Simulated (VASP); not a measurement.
# GeSb2Te4 (I-4m2) in VASP: single point with r2SCAN+rVV10

Aim: the single point of GeSb2Te4 with r2SCAN+rVV10.

All numbers are computed with VASP 6.6.1; they aren't measurements. Logs are shortened: lines on timing, memory, paths and dates and some standing lists are left out, and cuts for length are marked.

## Step 1: The cell of the first run

The structure is tetragonal, space group I-4m2 (No. 119). Conventional cell: a = 6.119 Å, b = 6.119 Å, c = 12.103 Å, α = 90.00°, β = 90.00°, γ = 90.00°. Ge (site symmetry -4m2) has 6 Te at 3.00 to 3.06 Å within 4.0 Å. Sb (site symmetry -4m2) has 6 Te at 3.05 to 3.06 Å within 4.0 Å. Sb (site symmetry -4m2) has 6 Te at 3.05 to 3.06 Å within 4.0 Å. Te (site symmetry 2mm) has 3 Sb at 3.05 to 3.06 Å and 2 Ge at 3.06 Å within 4.0 Å. Te (site symmetry 2mm) has 1 Ge at 3.00 Å and 3 Sb at 3.05 to 3.06 Å within 4.0 Å.

## Step 2: Single point, r2SCAN+rVV10

File POSCAR:

```
GeSb2Te4
1.0
   -3.0595750000      3.0595750000      6.0514150000
    3.0595750000     -3.0595750000      6.0514150000
    3.0595750000      3.0595750000     -6.0514150000
Ge Sb Te
1 2 4
Direct
    0.0000000000      0.0000000000      0.0000000000
    0.5000000000      0.5000000000      0.0000000000
    0.2500000000      0.7500000000      0.5000000000
    0.5016200000      0.0016200000      0.5000000000
    0.2481620000      0.2481620000      0.0000000000
    0.9983800000      0.4983800000      0.5000000000
    0.7518380000      0.7518380000      0.0000000000
```

File INCAR.step1:

```
PREC = Accurate ; ENCUT = 520
ISMEAR = 0 ; SIGMA = 0.1
LREAL = False ; LASPH = True
NELM = 60 ; NBANDS = 33
GGA = PE ; ALGO = Normal
EDIFF = 1E-4 ; LWAVE = True
LCHARG = False
```

File INCAR.step2:

```
PREC = Accurate ; ENCUT = 520
EDIFF = 1E-7 ; ISMEAR = 0
SIGMA = 0.1 ; LREAL = False
LASPH = True ; NELM = 60
ALGO = Normal ; ISIF = 2
LWAVE = False ; LCHARG = True
METAGGA = R2SCAN ; LMIXTAU = True
LUSE_VDW = True ; IVDW_NL = 2
BPARAM = 11.95 ; CPARAM = 0.0093
LELF = True ; LVHAR = True
NBANDS = 33 ; ISTART = 1
```

File KPOINTS:

```
Automatic mesh
0
Gamma
  4 4 4
```

Potentials or basis: VASP PAW PBE potentials, release 64 (Ge_d, Sb, Te).

On the command line:

```console
$ cat potpaw_PBE.64/Ge_d/POTCAR potpaw_PBE.64/Sb/POTCAR potpaw_PBE.64/Te/POTCAR > POTCAR
$ cp INCAR.step1 INCAR
$ mpirun -np 1 vasp_std > vasp.out
$ cp INCAR.step2 INCAR
$ mpirun -np 1 vasp_std > vasp.out
```

OUTCAR:

```text
PREC = Accurate
   ENCUT = 520
   EDIFF = 1E-7
   ISMEAR = 0
   LREAL = False
   LASPH = True
   NELM = 60
   ISIF = 2
   METAGGA = R2SCAN
   IVDW_NL = 2
   BPARAM = 11.95
   ISTART = 1

 ion  position               nearest neighbor table
   1  0.000  0.000  0.000-   5 3.00   7 3.00   6 3.06   4 3.06   4 3.06   6 3.06
   2  0.500  0.500  0.000-   5 3.05   7 3.05   6 3.06   4 3.06   4 3.06   6 3.06
   3  0.250  0.750  0.500-   4 3.05   6 3.05   5 3.06   7 3.06   7 3.06   5 3.06
   4  0.502  0.002  0.500-   3 3.05   2 3.06   1 3.06   2 3.06   1 3.06
   5  0.248  0.248  0.000-   1 3.00   2 3.05   3 3.06   3 3.06
   6  0.998  0.498  0.500-   3 3.05   1 3.06   2 3.06   1 3.06   2 3.06
   7  0.752  0.752  0.000-   1 3.00   2 3.05   3 3.06   3 3.06

  LATTYP: Found a body centered tetragonal cell.
 ALAT       =     6.1191500000
 C/A-ratio  =     1.9778613043

  Lattice vectors:

 A1 = (  -3.0595750000,   3.0595750000,   6.0514150000)
 A2 = (   3.0595750000,  -3.0595750000,   6.0514150000)
 A3 = (   3.0595750000,   3.0595750000,  -6.0514150000)

Analysis of symmetry for initial positions (statically):
=====================================================================
 Subroutine PRICEL returns:
 Original cell was already a primitive cell.

 Routine SETGRP: Setting up the symmetry group for a
 body centered tetragonal supercell.

 Subroutine GETGRP returns: Found  8 space group operations
 (whereof  8 operations were pure point group operations)
 out of a pool of 16 trial point group operations.

The static configuration has the point symmetry D_2d.

Analysis of symmetry for dynamics (positions and initial velocities):
=====================================================================
 Subroutine PRICEL returns:
 Original cell was already a primitive cell.

 Routine SETGRP: Setting up the symmetry group for a
 body centered tetragonal supercell.

 Subroutine GETGRP returns: Found  8 space group operations
 (whereof  8 operations were pure point group operations)
 out of a pool of 16 trial point group operations.

The dynamic configuration has the point symmetry D_2d.

 Subroutine INISYM returns: Found  8 space group operations
 (whereof  8 operations are pure point group operations),
 and found     1 'primitive' translations

----------------------------------------------------------------------------------------

                                     Primitive cell

  volume of cell :     226.5892

  direct lattice vectors                    reciprocal lattice vectors
    -3.059575000  3.059575000  6.051415000     0.000000000  0.163421390  0.082625303
     3.059575000 -3.059575000  6.051415000     0.163421390  0.000000000  0.082625303
     3.059575000  3.059575000 -6.051415000     0.163421390  0.163421390  0.000000000

  length of vectors
     7.439194974  7.439194974  7.439194974     0.183121521  0.183121521  0.231112746

  position of ions in fractional coordinates (direct lattice)
     0.000000000  0.000000000  0.000000000
     0.500000000  0.500000000  0.000000000
     0.250000000  0.750000000  0.500000000
     0.501620000  0.001620000  0.500000000
     0.248162000  0.248162000  0.000000000
     0.998380000  0.498380000  0.500000000
     0.751838000  0.751838000  0.000000000

  ion indices of the primitive-cell ions
   primitive index   ion index
                 1           1
                 2           2
                 3           3
                 4           4
                 5           5
                 6           6
                 7           7

----------------------------------------------------------------------------------------

 KPOINTS: Automatic mesh

Automatic generation of k-mesh.
 Grid dimensions read from file:
 generate k-points for:    4    4    4

 Generating k-lattice:

  Cartesian coordinates                     Fractional coordinates (reciprocal lattice)
     0.000000000  0.040855348  0.020656326     0.250000000  0.000000000 -0.000000000
     0.040855348  0.000000000  0.020656326     0.000000000  0.250000000 -0.000000000
     0.040855348  0.040855348  0.000000000     0.000000000  0.000000000  0.250000000

  Length of vectors
     0.045780380  0.045780380  0.057778187

  Shift w.r.t. Gamma in fractional coordinates (k-lattice)
     0.000000000  0.000000000  0.000000000

 Subroutine IBZKPT returns following result:
 ===========================================

 Found     13 irreducible k-points:

 Following reciprocal coordinates:
            Coordinates               Weight
  0.000000  0.000000  0.000000      1.000000
  0.250000  0.000000 -0.000000      8.000000
  0.500000  0.000000 -0.000000      4.000000
  0.250000  0.250000 -0.000000      8.000000
  0.500000  0.250000 -0.000000     16.000000
 -0.250000  0.250000  0.000000      4.000000
  0.500000  0.500000 -0.000000      2.000000
  0.250000  0.250000  0.250000      2.000000
 -0.250000  0.250000  0.250000      4.000000
  0.500000  0.500000  0.250000      4.000000
 -0.250000  0.500000  0.250000      8.000000
 -0.250000 -0.250000  0.250000      2.000000
  0.500000  0.500000  0.500000      1.000000
   k-points           NKPTS =     13   k-points in BZ     NKDIM =     13   number of bands    NBANDS=     33
   number of dos      NEDOS =    301   number of ions     NIONS =      7
   total plane-waves  NPLWV = 175616
   dimension x,y,z NGX =    56 NGY =   56 NGZ =   56
   dimension x,y,z NGXF=   112 NGYF=  112 NGZF=  112
   ions per type =               1   2   4
   NGX,Y,Z   is equivalent  to a cutoff of  12.51, 12.51, 12.51 a.u.
   NGXF,Y,Z  is equivalent  to a cutoff of  25.03, 25.03, 25.03 a.u.
 SYSTEM =  unknown system
   PREC   = accura    normal or accurate (medium, high low for compatibility)
   ISTART =      1    job   : 0-new  1-cont  2-samecut
   ICHARG =      0    charge: 1-file 2-atom 10-const
   ISPIN  =      1    spin polarized calculation?
   LNONCOLLINEAR =      F non collinear calculations
   LSORBIT =      F    spin-orbit coupling
   LASPH  =      T    aspherical Exc in radial PAW
   ENCUT  =  520.0 eV  38.22 Ry    6.18 a.u.  13.83 13.83 13.83*2*pi/ulx,y,z
   NELM   =     60;   NELMIN=  2; NELMDL=  0     # of ELM steps
   EDIFF  = 0.1E-06   stopping-criterion for ELM
   LREAL  =      F    real-space projection
   EDIFFG = 0.1E-05   stopping-criterion for IOM
   NSW    =      0    number of steps for IOM
   IBRION =     -1    ionic relax: 0-MD 1-quasi-New 2-CG
   NFREE  =      0    steps in history (QN), initial steepest desc. (CG)
   ISIF   =      2    stress and relaxation
   ISYM   =      2    0-nonsym 1-usesym 2-fastsym
   POTIM  = 0.5000    time-step for ionic-motion
   TEBEG  =    0.0;   TEEND  =   0.0 temperature during run
   PSTRESS=    0.0 pullay stress
   NELECT =      48.0000    total number of electrons
   NUPDOWN=      -1.0000    fix difference up-down
   EMIN   =  10.00;   EMAX   =-10.00  energy-range for DOS
   EFERMI =   0.00;   METHOD = LEGACY
   ISMEAR =     0;   SIGMA  =   0.10  broadening in eV -4-tet -1-fermi 0-gaus
   EFERMI_NEDOS =   21; number of points for ismear=-14 and -15
   IALGO  =     38    algorithm
   IMIX   =      4    mixing-type and parameters
     AMIX     =   0.40;   BMIX     =  1.00
     AMIX_MAG =   1.60;   BMIX_MAG =  1.00
  volume/ion in A,a.u.               =      32.37       218.44
  Fermi-wavevector in a.u.,A,eV,Ry     =   0.975908  1.844199 12.958139  0.952396
  Thomas-Fermi vector in A             =   2.106485
   LORBIT       =      0    0 simple, 1 ext, 2 COOP (PROOUT), +10 PAW based schemes
   METAGGA = R2SCAN    functional components
   LHFCALC =     F    Hartree Fock is set to
   AEXX    =    0.0000 exact exchange contribution
   IVDW_NL    =     2    kernel type
   BPARAM     =11.9500
   IVDW    =     0    specifies the selected vdW correction
   LEPSILON=     F    determine dielectric tensor
   LRPA    =     F    only Hartree local field effects (RPA)
 non-spin polarized calculation
 Gauss-broadening in eV      SIGMA  =   0.10
  energy-cutoff  :      520.00
  volume of cell :      226.59
 maximum number of plane-waves:      6126
   NGX = 27   NGY = 27   NGZ = 27

 number of electron      48.0000008 magnetization

 Free energy of the ion-electron system (eV)
  ---------------------------------------------------
  ext. energy  EPLUGINS =         0.00000000
  ---------------------------------------------------
  free energy    TOTEN  =      -165.41079477 eV

  energy without entropy =     -165.40223923  energy(sigma->0) =     -165.40651700

 E-fermi :   5.2273     XC(G=0):  -9.6556

 val. band max:        5.1890113866   @ k =   0.2500   0.2500   0.2500
 cond. band min:       5.2382875135   @ k =   0.5000   0.5000  -0.0000
 fundamental gap:      0.0492761269
 Fermi energy:         5.2273323829

 k-point     1 :       0.0000    0.0000    0.0000
  band No.  band energies     occupation
      1     -20.3909      2.00000
      2     -20.3831      2.00000
      3     -20.3696      2.00000
      4     -20.3650      2.00000
      5     -20.3649      2.00000
      6      -8.0707      2.00000
[... 25 lines left out ...]
     32      10.8843      0.00000
     33      10.8946      0.00000

 k-point     2 :       0.2500    0.0000   -0.0000
  band No.  band energies     occupation
      1     -20.3909      2.00000
      2     -20.3831      2.00000
      3     -20.3696      2.00000
      4     -20.3650      2.00000
      5     -20.3649      2.00000
      6      -7.8166      2.00000
[... 25 lines left out ...]
     32      10.2558      0.00000
     33      10.2677      0.00000

 k-point     3 :       0.5000    0.0000   -0.0000
  band No.  band energies     occupation
      1     -20.3909      2.00000
      2     -20.3832      2.00000
      3     -20.3696      2.00000
      4     -20.3650      2.00000
      5     -20.3649      2.00000
      6      -7.2869      2.00000
[... 25 lines left out ...]
     32       9.8593      0.00000
     33      10.2623      0.00000

 k-point     4 :       0.2500    0.2500   -0.0000
  band No.  band energies     occupation
      1     -20.3909      2.00000
      2     -20.3832      2.00000
      3     -20.3696      2.00000
      4     -20.3650      2.00000
      5     -20.3649      2.00000
      6      -7.4758      2.00000
[... 25 lines left out ...]
     32       9.1806      0.00000
     33       9.3009      0.00000

 k-point     5 :       0.5000    0.2500   -0.0000
  band No.  band energies     occupation
      1     -20.3909      2.00000
      2     -20.3832      2.00000
      3     -20.3696      2.00000
      4     -20.3650      2.00000
      5     -20.3649      2.00000
      6      -7.0988      2.00000
[... 208 lines left out ...]
 k-point    11 :      -0.2500    0.5000    0.2500
  band No.  band energies     occupation
      1     -20.3909      2.00000
      2     -20.3831      2.00000
      3     -20.3696      2.00000
      4     -20.3650      2.00000
      5     -20.3649      2.00000
      6      -7.4665      2.00000
[... 25 lines left out ...]
     32       9.7260      0.00000
     33       9.7684      0.00000

 k-point    12 :      -0.2500   -0.2500    0.2500
  band No.  band energies     occupation
      1     -20.3909      2.00000
      2     -20.3831      2.00000
      3     -20.3696      2.00000
      4     -20.3650      2.00000
      5     -20.3649      2.00000
      6      -7.8779      2.00000
[... 25 lines left out ...]
     32       9.4482      0.00000
     33      10.4004      0.00000

 k-point    13 :       0.5000    0.5000    0.5000
  band No.  band energies     occupation
      1     -20.3909      2.00000
      2     -20.3831      2.00000
      3     -20.3696      2.00000
      4     -20.3650      2.00000
      5     -20.3649      2.00000
      6      -7.5016      2.00000
[... 25 lines left out ...]
     32      10.0141      0.00000
     33      10.0426      0.00000

------------------------ aborting loop because EDIFF is reached ----------------------------------------

  FORCE on cell =-STRESS in cart. coord.  units (eV):
  Direction    XX          YY          ZZ          XY          YZ          ZX
  --------------------------------------------------------------------------------------
  -------------------------------------------------------------------------------------
  Total       -2.1182007     -2.1182007     -2.2707610      0.0000000      0.0000000      0.0000000
  in kB      -14.9774735    -14.9774735    -16.0562039      0.0000000      0.0000000      0.0000000
  external PRESSURE =     -15.3370503 kB  Pullay stress =       0.0000000 kB

 VOLUME and BASIS-vectors are now :
 -----------------------------------------------------------------------------
  energy-cutoff  :      520.00
  volume of cell :      226.59
      direct lattice vectors                 reciprocal lattice vectors
    -3.059575000  3.059575000  6.051415000     0.000000000  0.163421390  0.082625303
     3.059575000 -3.059575000  6.051415000     0.163421390  0.000000000  0.082625303
     3.059575000  3.059575000 -6.051415000     0.163421390  0.163421390  0.000000000

 POSITION                                       TOTAL-FORCE (eV/Angst)
 -----------------------------------------------------------------------------------
      0.00000      0.00000      0.00000         0.000000      0.000000     -0.000000
      0.00000      0.00000      6.05142         0.000000      0.000000     -0.000000
      3.05957      0.00000      3.02571         0.000000      0.000000     -0.000000
      0.00000      3.05958      0.01961         0.000000      0.000000     -0.045234
      0.00000      0.00000      3.00346        -0.000000     -0.000000     -0.075154
      0.00000      3.05958      6.03181        -0.000000     -0.000000      0.045234
      0.00000      0.00000      9.09937         0.000000      0.000000      0.075154
 -----------------------------------------------------------------------------------
    total drift:                                0.000000     -0.000000     -0.000000

  FREE ENERGIE OF THE ION-ELECTRON SYSTEM (eV)
  ---------------------------------------------------
  free  energy   TOTEN  =      -165.4107947688 eV

  energy  without entropy=     -165.4022392271  energy(sigma->0) =     -165.40651700
```

It took 13 min on 1 thread of Intel Xeon Platinum 8375C at 2.90GHz (Ice Lake), shared host; peak memory 1.1 GiB.

Results:

- Free energy: -165.4108 eV
- Pressure: -1.5 GPa
- Largest force: 0.075 eV/Å
- Band gap on the k mesh: zero (bands 24 and 25 overlap by 0.05 eV)

Forces in eV/Å, atoms in the order of the input:
```
Ge   0.000  0.000  0.000
Sb   0.000  0.000  0.000
Sb   0.000  0.000  0.000
Te   0.000  0.000 -0.045
Te   0.000  0.000 -0.075
Te   0.000  0.000  0.045
Te   0.000  0.000  0.075
```

Levels at points of the mesh, in eV from the Fermi level:
```
           k point  band 22  band 23  band 24  band 25  band 26  band 27
(0.00, 0.00, 0.00)    -0.43    -0.43    -0.12     0.78     2.41     3.26
(0.50, 0.00, 0.00)    -0.83    -0.67    -0.38     0.26     1.12     1.56
(0.50, 0.50, 0.00)    -0.59    -0.47     0.01     0.06     0.24     0.26
(0.50, 0.50, 0.50)    -0.75    -0.64    -0.64     1.75     3.35     3.35
```

Caveat: the PAW data sets were made with another functional, which shifts forces and pressure a little; spin-orbit coupling is left out, which moves the levels of the heavy elements.
